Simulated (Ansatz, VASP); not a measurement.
**One calculation of ZnCu2, two programs**

The input INCAR:

```
ALGO = Normal ; DIPOL = 0.5 0.5 0.500
EDIFF = 1E-6 ; ENCUT = 520
GGA = PE ; IDIPOL = 3
ISIF = 2 ; ISMEAR = -1
LASPH = True ; LCHARG = False
LDIPOL = True ; LREAL = False
LWAVE = False ; NBANDS = 24
NELM = 60 ; PREC = Accurate
SIGMA = 0.1
```

Contents of KPOINTS:

```
k-points
0
Gamma
  14 14 1
```

The input POSCAR:

```
ZnCu2
1.0
    2.5665139637      0.0000000000      0.0000000000
    0.0000000000      2.5665139637      0.0000000000
    0.0000000000      0.0000000000     19.6296000000
Zn Cu
1 2
Direct
    0.0000000000      0.0000000000      0.4099484592
    0.5000000000      0.5000000000      0.4999999064
    0.0000000000      0.0000000000      0.5900516344
```

Input for Ansatz:

```yaml
crystal:
  lattice:
    - [2.5665139637, 0.0, 0.0]
    - [0.0, 2.5665139637, 0.0]
    - [0.0, 0.0, 19.6296]
  atoms:
    - { symbol: Zn, position: [0.0, 0.0, 0.4099484592] }
    - { symbol: Cu, position: [0.5, 0.5, 0.4999999064] }
    - { symbol: Cu, position: [0.0, 0.0, 0.5900516344] }
kpoints:
  mp_grid: { grid: [14, 14, 1] }
scf:
  occupations: { method: fermi_dirac, width: 0.1 }
hamiltonian:
  xc: pbe
  pseudopotentials: { kind: all_electron, lapw: { basis_error: 0.001 } }
output:
  forces: true
  stress: true
  eigenvalues: true
efield:
  axis: 3
  amplitude: 0
  dipole_correction: true
```

Alike in both runs: task single point; functional PBE; k mesh 14 × 14 × 1; occupations fermi-dirac, width 0.1 eV; no spin polarisation.

|  | VASP | Ansatz |
| --- | --- | --- |
| version | VASP 6.6.1 | Ansatz 0.2.0 |
| potentials or method | VASP PAW PBE potentials, release 64 (Zn, Cu), cutoff 520 eV | all-electron LAPW, scalar-relativistic |

```tsv
	VASP	Ansatz	Ansatz less VASP
rms of the force components (eV/Å)	0.265	0.253	-0.0123
```

Atom by atom the forces differ by 0.016 eV/Å (rms over components). Ansatz ran all-electron here, and VASP with PAW potentials.
